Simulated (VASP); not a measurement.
# CoSi2 (Fm-3m) in VASP: notebook, part 2 of 2

VASP 6.6.1. Earlier steps stand in the parts before.

### 5 Single point, PBE (volume scaled by 1.06)

Contents of INCAR:

```
  PREC = Accurate
  ENCUT = 520
  EDIFF = 1E-6
  ISMEAR = 0
  SIGMA = 0.1
  LREAL = False
  LASPH = True
  NELM = 100
  ALGO = Normal
  ISIF = 2
  LWAVE = False
  LCHARG = False
  GGA = PE
  NBANDS = 16
```

Contents of KPOINTS:

```
Automatic mesh
0
Gamma
  14 14 14
```

Contents of POSCAR:

```
CoSi2
1.0
    0.0000000000      2.7324827729      2.7324827729
    2.7324827729      0.0000000000      2.7324827729
    2.7324827729      2.7324827729      0.0000000000
Co Si
1 2
Direct
    0.0000000000      0.0000000000      0.0000000000
    0.2500000000      0.2500000000      0.2500000000
    0.7500000000      0.7500000000      0.7500000000
```

Potentials or basis: VASP PAW PBE potentials, release 64 (Co, Si).

Started as:

```sh
cat potpaw_PBE.64/Co/POTCAR potpaw_PBE.64/Si/POTCAR > POTCAR
mpirun -np 1 vasp_std > vasp.out
```

OUTCAR:

```text
PREC = Accurate
   ENCUT = 520
   EDIFF = 1E-6
   ISMEAR = 0
   LREAL = False
   LASPH = True
   NELM = 100
   ISIF = 2
   GGA = PE

 ion  position               nearest neighbor table
   1  0.000  0.000  0.000-   3 2.37   3 2.37   3 2.37   2 2.37   3 2.37   2 2.37   2 2.37   2 2.37

   2  0.250  0.250  0.250-   1 2.37   1 2.37   1 2.37   1 2.37   3 2.73   3 2.73   3 2.73   3 2.73
                             3 2.73   3 2.73
   3  0.750  0.750  0.750-   1 2.37   1 2.37   1 2.37   1 2.37   2 2.73   2 2.73   2 2.73   2 2.73
                             2 2.73   2 2.73

  LATTYP: Found a face centered cubic cell.
 ALAT       =     5.4649655458

  Lattice vectors:

 A1 = (   0.0000000000,   2.7324827729,   2.7324827729)
 A2 = (   2.7324827729,   0.0000000000,   2.7324827729)
 A3 = (   2.7324827729,   2.7324827729,   0.0000000000)

Analysis of symmetry for initial positions (statically):
=====================================================================
 Subroutine PRICEL returns:
 Original cell was already a primitive cell.

 Routine SETGRP: Setting up the symmetry group for a
 face centered cubic supercell.

 Subroutine GETGRP returns: Found 48 space group operations
 (whereof 48 operations were pure point group operations)
 out of a pool of 48 trial point group operations.

The static configuration has the point symmetry O_h .

Analysis of symmetry for dynamics (positions and initial velocities):
=====================================================================
 Subroutine PRICEL returns:
 Original cell was already a primitive cell.

 Routine SETGRP: Setting up the symmetry group for a
 face centered cubic supercell.

 Subroutine GETGRP returns: Found 48 space group operations
 (whereof 48 operations were pure point group operations)
 out of a pool of 48 trial point group operations.

The dynamic configuration has the point symmetry O_h .

 Subroutine INISYM returns: Found 48 space group operations
 (whereof 48 operations are pure point group operations),
[... 114 lines left out ...]
   EFERMI_NEDOS =   21; number of points for ismear=-14 and -15
   IALGO  =     38    algorithm
   IMIX   =      4    mixing-type and parameters
     AMIX     =   0.40;   BMIX     =  1.00
     AMIX_MAG =   1.60;   BMIX_MAG =  1.00
  volume/ion in A,a.u.               =      13.60        91.79
  Fermi-wavevector in a.u.,A,eV,Ry     =   1.222711  2.310588 20.341001  1.495021
  Thomas-Fermi vector in A             =   2.357848
   LORBIT       =      0    0 simple, 1 ext, 2 COOP (PROOUT), +10 PAW based schemes
   GGA     = PE    functional components
   LHFCALC =     F    Hartree Fock is set to
   AEXX    =    0.0000 exact exchange contribution
   IVDW    =     0    specifies the selected vdW correction
   LEPSILON=     F    determine dielectric tensor
   LRPA    =     F    only Hartree local field effects (RPA)
 non-spin polarized calculation
 Gauss-broadening in eV      SIGMA  =   0.10
  energy-cutoff  :      520.00
  volume of cell :       40.80
 maximum number of plane-waves:      1117
 NGX is ok and might be reduce to    30
   NGX = 15   NGY = 15   NGZ = 15

 number of electron      16.9999997 magnetization

 Free energy of the ion-electron system (eV)
  ---------------------------------------------------
  ext. energy  EPLUGINS =         0.00000000
  ---------------------------------------------------
  free energy    TOTEN  =       -19.22632558 eV

  energy without entropy =      -19.22087707  energy(sigma->0) =      -19.22360132

 E-fermi :   9.3067     XC(G=0): -11.4706

 val. band max:        9.3018076849   @ k =   0.4286   0.2143   0.0714
 cond. band min:       9.3211677287   @ k =  -0.1429   0.1429   0.0000
 fundamental gap:      0.0193600438
 Fermi energy:         9.3067368380

 k-point     1 :       0.0000    0.0000    0.0000
  band No.  band energies     occupation
      1      -3.3665      2.00000
      2       5.4846      2.00000
      3       5.4846      2.00000
      4       5.4846      2.00000
      5       7.5815      2.00000
      6       7.5815      2.00000
[... 433 lines left out ...]
      3       5.6047      2.00000
      4       5.6823      2.00000
      5       6.7870      2.00000
      6       7.7382      2.00000
[... 8 lines left out ...]
     15      17.3952      0.00000
     16      17.5734      0.00000

 [... further k-points ...]
[... 5 lines left out ...]
  --------------------------------------------------------------------------------------
  -------------------------------------------------------------------------------------
  Total       -2.3716733     -2.3716733     -2.3716733     -0.0000000     -0.0000000      0.0000000
  in kB      -93.1243267    -93.1243267    -93.1243267     -0.0000000     -0.0000000      0.0000000
  external PRESSURE =     -93.1243267 kB  Pullay stress =       0.0000000 kB

 VOLUME and BASIS-vectors are now :
 -----------------------------------------------------------------------------
  energy-cutoff  :      520.00
  volume of cell :       40.80
      direct lattice vectors                 reciprocal lattice vectors
     0.000000000  2.732482773  2.732482773    -0.182983770  0.182983770  0.182983770
     2.732482773  0.000000000  2.732482773     0.182983770 -0.182983770  0.182983770
     2.732482773  2.732482773  0.000000000     0.182983770  0.182983770 -0.182983770

 POSITION                                       TOTAL-FORCE (eV/Angst)
 -----------------------------------------------------------------------------------
      0.00000      0.00000      0.00000        -0.000000      0.000000      0.000000
      1.36624      1.36624      1.36624         0.000000     -0.000000      0.000000
      4.09872      4.09872      4.09872        -0.000000      0.000000     -0.000000
 -----------------------------------------------------------------------------------
    total drift:                                0.000000     -0.000000     -0.000000

  FREE ENERGIE OF THE ION-ELECTRON SYSTEM (eV)
  ---------------------------------------------------
  free  energy   TOTEN  =       -19.2263255753 eV

  energy  without entropy=      -19.2208770690  energy(sigma->0) =      -19.22360132
```

OSZICAR:

```text
N       E                     dE             d eps       ncg     rms          rms(c)
DAV:   1     0.593367365302E+02    0.59337E+02   -0.67553E+03  3344   0.999E+02
DAV:   2    -0.174786773994E+02   -0.76815E+02   -0.68228E+02  3744   0.197E+02
DAV:   3    -0.205999938770E+02   -0.31213E+01   -0.30573E+01  4264   0.445E+01
DAV:   4    -0.206571919501E+02   -0.57198E-01   -0.57164E-01  4080   0.572E+00
DAV:   5    -0.206589682668E+02   -0.17763E-02   -0.17762E-02  4328   0.105E+00    0.138E+01
DAV:   6    -0.252390692620E+02   -0.45801E+01   -0.27179E+01  3552   0.106E+02    0.200E+01
DAV:   7    -0.192448296763E+02    0.59942E+01   -0.12088E+01  4152   0.831E+01    0.288E+00
DAV:   8    -0.192619487938E+02   -0.17119E-01   -0.92930E-01  4176   0.720E+00    0.202E+00
DAV:   9    -0.192267025372E+02    0.35246E-01   -0.11568E-01  3896   0.595E+00    0.532E-01
DAV:  10    -0.192266511972E+02    0.51340E-04   -0.90480E-03  4536   0.166E+00    0.202E-01
DAV:  11    -0.192262857642E+02    0.36543E-03   -0.14237E-03  4200   0.695E-01    0.410E-02
DAV:  12    -0.192263328350E+02   -0.47071E-04   -0.15180E-04  4320   0.967E-02    0.270E-02
DAV:  13    -0.192263253847E+02    0.74503E-05   -0.16581E-05  4528   0.700E-02    0.997E-03
DAV:  14    -0.192263255753E+02   -0.19057E-06   -0.17585E-06  2840   0.127E-02
   1 F= -.19226326E+02 E0= -.19223601E+02  d E =-.544851E-02
```

Wall time 32 s (1 thread of Intel Xeon 6975P-C (Granite Rapids), shared host); peak memory 0.2 GiB.

Results:

```yaml
Free_energy: -19.2263 eV
Pressure: -9.3 GPa
```

Levels at points of the mesh, in eV from the Fermi level:
```
           k point  band 7  band 8  band 9  band 10  band 11  band 12
(0.00, 0.00, 0.00)    0.17    3.17    3.17     3.17     3.42     3.42
(0.50, 0.00, 0.00)   -1.48   -0.45   -0.45     2.49     3.22     3.22
(0.50, 0.50, 0.00)   -1.80   -1.75   -1.21     1.33     2.89     8.48
```

### 6 Overview

| cell | gap on the mesh (eV) | pressure (GPa) |
| --- | --- | --- |
| a = 3.790 Å, angles 60.0°, 3 atoms | none | -0.2 |
| a = 3.828 Å, angles 60.0°, 3 atoms | none | -5.2 |
| a = 3.864 Å, angles 60.0°, 3 atoms | none | -9.3 |

Alike in all rows: task single point; level PBE; potentials or basis VASP PAW PBE potentials, release 64 (Co, Si); no spin polarisation; k mesh 14 × 14 × 14; cutoff (eV) 520; smearing gaussian 0.1 eV.

Total energies depend on the potentials used, so only differences within one code and one set of settings carry meaning.
